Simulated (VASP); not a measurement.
# MgI2 (P-3m1) in VASP: further runs

The runs below take MgI2 through relaxation of cell and atoms, single point, with PBEsol.

Program: VASP 6.6.1. These are calculated values, not measurements. Logs are shortened: lines on timing, memory, paths and dates and some standing lists are left out, and cuts for length are marked.

## Step 1: The cell of the first run

It takes space group P-3m1 (No. 164, trigonal). The conventional cell has a = 4.154 Å, b = 4.154 Å, c = 6.862 Å, α = 90.00°, β = 90.00°, γ = 120.00°. Within 3.8 Å of Mg (site symmetry -3m) lie 6 I at 2.92 Å. I (site symmetry 3m) has 3 Mg at 2.92 Å within 3.8 Å.

## Step 2: Relaxation of cell and atoms, PBEsol

Contents of INCAR:

```
ALGO = Normal
EDIFF = 1E-6
EDIFFG = -0.005
ENCUT = 600
GGA = PS
IBRION = 2
ISIF = 3
ISMEAR = 0
LASPH = T
LCHARG = F
LREAL = F
LWAVE = F
NELM = 80
NSW = 100
PREC = Accurate
SIGMA = 0.02
```

Contents of KPOINTS:

```
k-points
0
Gamma
  6 6 4
```

Contents of POSCAR:

```
MgI2
1.0
    4.1537001214      0.0000000000      0.0000000000
   -2.0768500607      3.5972098248      0.0000000000
    0.0000000000      0.0000000000      6.8620000000
Mg I
1 2
Direct
    0.0000000000      0.0000000000      0.0000000000
    0.3333333333      0.6666666667      0.7576300000
    0.6666666667      0.3333333333      0.2423700000
```

Potentials or basis: VASP PAW PBE potentials, release 64 (Mg, I).

Launch:

```console
$ cat potpaw_PBE.64/Mg/POTCAR potpaw_PBE.64/I/POTCAR > POTCAR
$ mpirun -np 1 vasp_std > vasp.out
```

OUTCAR:

```text
EDIFF = 1E-6
   EDIFFG = -0.005
   ENCUT = 600
   GGA = PS
   IBRION = 2
   ISIF = 3
   ISMEAR = 0
   LASPH = T
   LREAL = F
   NELM = 80
   NSW = 100
   PREC = Accurate

 ion  position               nearest neighbor table
   1  0.000  0.000  0.000-   2 2.92   3 2.92   2 2.92   3 2.92   3 2.92   2 2.92
   2  0.333  0.667  0.758-   1 2.92   1 2.92   1 2.92
   3  0.667  0.333  0.242-   1 2.92   1 2.92   1 2.92

  LATTYP: Found a hexagonal cell.
 ALAT       =     4.1537001214
 C/A-ratio  =     1.6520210413

  Lattice vectors:

 A1 = (   4.1537001214,   0.0000000000,   0.0000000000)
 A2 = (  -2.0768500607,   3.5972098248,   0.0000000000)
 A3 = (   0.0000000000,   0.0000000000,   6.8620000000)

Analysis of symmetry for initial positions (statically):
=====================================================================
 Subroutine PRICEL returns:
 Original cell was already a primitive cell.

 Routine SETGRP: Setting up the symmetry group for a
 hexagonal supercell.

 Subroutine GETGRP returns: Found 12 space group operations
 (whereof 12 operations were pure point group operations)
 out of a pool of 24 trial point group operations.

The static configuration has the point symmetry D_3d.

Analysis of symmetry for dynamics (positions and initial velocities):
=====================================================================
 Subroutine PRICEL returns:
 Original cell was already a primitive cell.

 Routine SETGRP: Setting up the symmetry group for a
 hexagonal supercell.

 Subroutine GETGRP returns: Found 12 space group operations
 (whereof 12 operations were pure point group operations)
 out of a pool of 24 trial point group operations.

The dynamic configuration has the point symmetry D_3d.

 Subroutine INISYM returns: Found 12 space group operations
 (whereof 12 operations are pure point group operations),
 and found     1 'primitive' translations

----------------------------------------------------------------------------------------

                                     Primitive cell

  volume of cell :     102.5302

  direct lattice vectors                    reciprocal lattice vectors
     4.153700121  0.000000000  0.000000000     0.240749205  0.138996618  0.000000000
    -2.076850061  3.597209825  0.000000000     0.000000000  0.277993236  0.000000000
     0.000000000  0.000000000  6.862000000     0.000000000  0.000000000  0.145730108

  length of vectors
[... 90 lines left out ...]
   ISYM   =      2    0-nonsym 1-usesym 2-fastsym
   POTIM  = 0.5000    time-step for ionic-motion
   TEBEG  =    0.0;   TEEND  =   0.0 temperature during run
   PSTRESS=    0.0 pullay stress
   NELECT =      16.0000    total number of electrons
   NUPDOWN=      -1.0000    fix difference up-down
   EMIN   =  10.00;   EMAX   =-10.00  energy-range for DOS
   EFERMI =   0.00;   METHOD = LEGACY
   ISMEAR =     0;   SIGMA  =   0.02  broadening in eV -4-tet -1-fermi 0-gaus
   EFERMI_NEDOS =   21; number of points for ismear=-14 and -15
   IALGO  =     38    algorithm
   IMIX   =      4    mixing-type and parameters
     AMIX     =   0.40;   BMIX     =  1.00
     AMIX_MAG =   1.60;   BMIX_MAG =  1.00
  volume/ion in A,a.u.               =      34.18       230.64
  Fermi-wavevector in a.u.,A,eV,Ry     =   0.881382  1.665571 10.569477  0.776835
  Thomas-Fermi vector in A             =   2.001871
   LORBIT       =      0    0 simple, 1 ext, 2 COOP (PROOUT), +10 PAW based schemes
   GGA     = PS    functional components
   LHFCALC =     F    Hartree Fock is set to
   AEXX    =    0.0000 exact exchange contribution
   IVDW    =     0    specifies the selected vdW correction
   LEPSILON=     F    determine dielectric tensor
   LRPA    =     F    only Hartree local field effects (RPA)
 conjugate gradient relaxation of ions
 non-spin polarized calculation
 Gauss-broadening in eV      SIGMA  =   0.02
  energy-cutoff  :      600.00
  volume of cell :      102.53
 maximum number of plane-waves:      3448
 NGX is ok and might be reduce to    36
   NGX = 17   NGY = 17   NGZ = 27

--------------------------------------- Ionic step        1  -------------------------------------------

 number of electron      16.0000001 magnetization

 Free energy of the ion-electron system (eV)
  ---------------------------------------------------
  ext. energy  EPLUGINS =         0.00000000
  ---------------------------------------------------
  free energy    TOTEN  =        -8.41947284 eV

  energy without entropy =       -8.41947284  energy(sigma->0) =       -8.41947284

------------------------ aborting loop because EDIFF is reached ----------------------------------------

  FORCE on cell =-STRESS in cart. coord.  units (eV):
  Direction    XX          YY          ZZ          XY          YZ          ZX
  --------------------------------------------------------------------------------------
  -------------------------------------------------------------------------------------
  Total       -0.2171016     -0.2171016      0.0274497     -0.0000000     -0.0000000      0.0000000
  in kB       -3.3925168     -3.3925168      0.4289406     -0.0000000     -0.0000000      0.0000000
  external PRESSURE =      -2.1186977 kB  Pullay stress =       0.0000000 kB
[... 92 lines left out ...]
  FREE ENERGIE OF THE ION-ELECTRON SYSTEM (eV)
  ---------------------------------------------------
  free  energy   TOTEN  =        -8.4205923254 eV

  energy  without entropy=       -8.4205923254  energy(sigma->0) =       -8.42059233

[... ionic steps 4 to 9 ...]

--------------------------------------- Ionic step       10  -------------------------------------------

 number of electron      16.0000000 magnetization

------------------------ aborting loop because EDIFF is reached ----------------------------------------
[... 69 lines left out ...]
--------------------------------------- Ionic step       12  -------------------------------------------

 number of electron      16.0000000 magnetization

 Free energy of the ion-electron system (eV)
  ---------------------------------------------------
  ext. energy  EPLUGINS =         0.00000000
  ---------------------------------------------------
  free energy    TOTEN  =        -8.42231809 eV

  energy without entropy =       -8.42231809  energy(sigma->0) =       -8.42231809

 E-fermi :   2.1615     XC(G=0):  -8.3005

 val. band max:        2.0654815898   @ k =   0.0000   0.0000   0.0000
 cond. band min:       5.6049923322   @ k =   0.5000   0.0000   0.2500
 fundamental gap:      3.5395107424
 Fermi energy:         2.1614598280

 k-point     1 :       0.0000    0.0000    0.0000
  band No.  band energies     occupation
      1     -10.0071      2.00000
      2      -9.3235      2.00000
      3      -1.4364      2.00000
      4       1.7010      2.00000
      5       1.7010      2.00000
      6       2.0136      2.00000
      7       2.0655      2.00000
      8       2.0655      2.00000
      9       5.7604      0.00000
     10       6.8142      0.00000
     11       8.7926      0.00000
     12       8.7926      0.00000
[... 373 lines left out ...]
  FREE ENERGIE OF THE ION-ELECTRON SYSTEM (eV)
  ---------------------------------------------------
  free  energy   TOTEN  =        -8.4223180870 eV

  energy  without entropy=       -8.4223180870  energy(sigma->0) =       -8.42231809

 reached required accuracy - stopping structural energy minimisation
```

CONTCAR:

```text
MgI2
   1.00000000000000
     4.1314046643554425   -0.0000000000000000   -0.0000000000000000
    -2.0657023321777213    3.5779013926109964   -0.0000000000000000
     0.0000000000000000    0.0000000000000001    7.0142829533208193
  Mg              I
     1     2
Direct
     0.0000000000000000    0.0000000000000000    0.0000000000000000
     0.3333333332999970    0.6666666667000030    0.7623714385482793
     0.6666666667000030    0.3333333332999970    0.2376285614517207

  0.00000000E+00  0.00000000E+00  0.00000000E+00
  0.00000000E+00  0.00000000E+00  0.00000000E+00
  0.00000000E+00  0.00000000E+00  0.00000000E+00
```

Wall time 6.4 min (1 thread of Intel Xeon Platinum 8259CL at 2.50GHz (Skylake/Cascade Lake), shared host); peak memory 0.28 GiB.

What came out:

- Free energy: -8.4223 eV
- Relaxed volume: 34.56 Å³/atom
- Relaxed cell: a = 4.131 Å, b = 4.131 Å, c = 7.014 Å, α = 90.00°, β = 90.00°, γ = 120.00°
- Space group after relaxing (to 0.05 Å): P-3m1 (No. 164)
- Energy gained by relaxing: 0.9 meV/atom
- Ionic steps: 12
- Pressure after relaxing: 0.0 GPa
- Band gap on the k mesh: 3.54 eV, indirect (least direct gap 3.69 eV)

The path:
```tsv
step	energy change (eV)	largest force (eV/Å)	pressure (GPa)	volume (Å³)
1	0.0000	0.0392	-0.21	102.53
2	-0.0010	0.0078	0.03	101.86
3	-0.0011	0.0022	0.11	101.66
4	-0.0015	0.0122	0.07	101.79
5	-0.0018	0.0357	0.02	102.00
6	-0.0020	0.0315	0.03	102.14
7	-0.0024	0.0199	0.02	102.58
8	-0.0028	0.0035	0.02	103.45
9	-0.0028	0.0069	0.02	103.60
10	-0.0028	0.0143	-0.07	103.97
11	-0.0028	0.0016	-0.02	103.74
12	-0.0028	0.0019	0.00	103.68
```

Final structure:
```
Mg I
1.0
     4.13140    0.00000    0.00000
    -2.06570    3.57790    0.00000
     0.00000    0.00000    7.01428
Mg I
1 2
Direct
  0.00000 0.00000 0.00000
  0.33333 0.66667 0.76237
  0.66667 0.33333 0.23763
```

Caveat: the PAW data sets were made with another functional, which shifts forces and pressure a little; spin-orbit coupling is left out, which moves the levels of the heavy elements; this functional lacks dispersion, which binds the layers, so the pressure and a relaxed spacing across them are unreliable. Zero-point motion and thermal expansion aren't in these numbers.

## Step 3: Single point, PBEsol (uniaxial strain along c: +4.5 %)

Contents of INCAR:

```
  PREC = Accurate
  ENCUT = 520
  EDIFF = 1E-7
  ISMEAR = 0
  SIGMA = 0.02
  LREAL = F
  LASPH = T
  NELM = 60
  ALGO = Normal
  ISIF = 2
  LWAVE = F
  LCHARG = F
  GGA = PS
  NBANDS = 15
```

Contents of KPOINTS:

```
Automatic mesh
0
Gamma
  6 6 4
```

Contents of POSCAR:

```
MgI2
1.0
    4.0842548696      0.0000000000      0.0000000000
   -2.0421274348      3.5370684726      0.0000000000
    0.0000000000      0.0000000000      7.3404303398
Mg I
1 2
Direct
    0.0000000000      0.0000000000      0.0000000000
    0.3333333327      0.6666666673      0.7688620548
    0.6666666673      0.3333333327      0.2311379452
```

Potentials or basis: VASP PAW PBE potentials, release 64 (Mg, I).

Launch:

```console
$ cat potpaw_PBE.64/Mg/POTCAR potpaw_PBE.64/I/POTCAR > POTCAR
$ mpirun -np 1 vasp_std > vasp.out
```

It took 54 s on 1 thread of AMD EPYC 7R13 (Zen 3), shared host; peak memory 0.19 GiB.

The run converged. Its results:

* Free energy: -8.4145 eV
* Pressure: 0.2 GPa
* Largest force: 0.047 eV/Å
* Band gap on the k mesh: 3.47 eV, indirect (least direct gap 3.68 eV)

Forces in eV/Å, atoms in the order of the input:
```
Mg   0.000  0.000  0.000
I    0.000  0.000  0.047
I    0.000  0.000 -0.047
```

Stress tensor (GPa, compression positive):
```
 0.46  0.00  0.00
 0.00  0.46  0.00
 0.00  0.00 -0.44
```

Levels at points of the mesh, in eV from the valence-band top:
```
           k point  band 4  band 5  band 6  band 7  band 8  band 9  band 10  band 11  band 12  band 13
(0.00, 0.00, 0.00)   -0.38   -0.32   -0.32    0.00    0.00    3.68     4.81     6.77     6.77     6.92
(0.50, 0.00, 0.00)   -3.05   -1.83   -1.28   -0.95   -0.50    3.59     5.20     5.34     7.08     7.35
(0.00, 0.00, 0.50)   -1.41   -0.27   -0.27   -0.05   -0.05    4.63     4.84     6.68     6.68     7.66
(0.50, 0.00, 0.50)   -3.25   -1.38   -1.20   -0.91   -0.62    3.47     5.08     5.35     5.92     7.58
```

Caveat: the cell differs from its parent crystal (uniaxial strain along c: +4.5 %); the PAW data sets were made with another functional, which shifts forces and pressure a little; spin-orbit coupling is left out, which moves the levels of the heavy elements; this functional lacks dispersion, which binds the layers, so the pressure and a relaxed spacing across them are unreliable. A k mesh can miss the band edges.

## Step 4: Single point, PBEsol (uniaxial strain along c: +4.5 %, then relaxed in part)

Contents of INCAR:

```
ALGO = Normal
EDIFF = 1E-7
ENCUT = 520
GGA = PS
ISIF = 2
ISMEAR = 0
LASPH = T
LCHARG = F
LREAL = F
LWAVE = F
NBANDS = 15
NELM = 80
PREC = Accurate
SIGMA = 0.02
```

Contents of KPOINTS:

```
k-points
0
Gamma
  6 6 4
```

Contents of POSCAR:

```
MgI2
1.0
    4.1265718188      0.0000000000      0.0000000000
   -2.0632859094      3.5737160256      0.0000000000
    0.0000000000      0.0000000000      7.3404303398
Mg I
1 2
Direct
    0.0000000000      0.0000000000      0.0000000000
    0.3333333396      0.6666666604      0.7721901916
    0.6666666604      0.3333333396      0.2278098084
```

Launch:

```console
$ cat potpaw_PBE.64/Mg/POTCAR potpaw_PBE.64/I/POTCAR > POTCAR
$ mpirun -np 1 vasp_std > vasp.out
```

Run time: 86 s. Hardware: 1 thread of AMD EPYC 7R13 (Zen 3), shared host; peak memory 0.21 GiB.

The run converged. Its results:

```yaml
Free_energy: -8.4187 eV
Pressure: -0.1 GPa
Band_gap_on_the_k_mesh: 3.54 eV, indirect (least direct gap 3.70 eV)
```

Stress tensor (GPa, compression positive):
```
-0.01  0.00  0.00
 0.00 -0.01  0.00
 0.00  0.00 -0.21
```

Levels at points of the mesh, in eV from the valence-band top:
```tsv
k point	band 4	band 5	band 6	band 7	band 8	band 9	band 10	band 11	band 12	band 13
(0.00, 0.00, 0.00)	-0.33	-0.33	-0.25	0.00	0.00	3.70	4.79	6.73	6.73	7.04
(0.50, 0.00, 0.00)	-2.93	-1.69	-1.27	-0.82	-0.45	3.62	5.28	5.50	7.15	7.55
(0.00, 0.00, 0.50)	-1.22	-0.28	-0.28	-0.04	-0.04	4.57	4.81	6.63	6.63	7.63
(0.50, 0.00, 0.50)	-3.12	-1.27	-1.19	-0.79	-0.56	3.54	5.20	5.50	6.06	7.62
```

Caveat: the cell differs from its parent crystal (uniaxial strain along c: +4.5 %, then relaxed in part); the PAW data sets were made with another functional, which shifts forces and pressure a little; spin-orbit coupling is left out, which moves the levels of the heavy elements; this functional lacks dispersion, which binds the layers, so the pressure and a relaxed spacing across them are unreliable. A k mesh can miss the band edges.

[end of part 1 of 2]
